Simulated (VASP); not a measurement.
A run of VASP 6.6.1 is set up as follows.

Contents of INCAR:

```
  PREC = Accurate
  ENCUT = 520
  EDIFF = 1E-6
  ISMEAR = 0
  SIGMA = 0.1
  LREAL = False
  LASPH = True
  NELM = 80
  ALGO = Normal
  ISIF = 2
  LWAVE = False
  LCHARG = False
  GGA = PE
  NBANDS = 34
```

File KPOINTS:

```
Automatic mesh
0
Gamma
  4 4 4
```

File POSCAR:

```
CuMo3
1.0
    3.8995092276      0.0000000000      0.0000000000
    0.0000000000      3.8995092276      0.0000000000
    0.0000000000      0.0000000000      3.8995092276
Cu Mo
1 3
Direct
    0.0000000000      0.0000000000      0.0000000000
    0.0000000000      0.5000000000      0.5000000000
    0.5000000000      0.0000000000      0.5000000000
    0.5000000000      0.5000000000      0.0000000000
```

Potentials or basis: VASP PAW PBE potentials, release 64 (Cu, Mo_sv).

Launch:

```console
$ cat potpaw_PBE.64/Cu/POTCAR potpaw_PBE.64/Mo_sv/POTCAR > POTCAR
$ mpirun -np 1 vasp_std > vasp.out
```

Problem. What does it give for the pressure?

Solution. 0.6 GPa.

Caveat: the k points lie up to 0.40 Å⁻¹ apart.
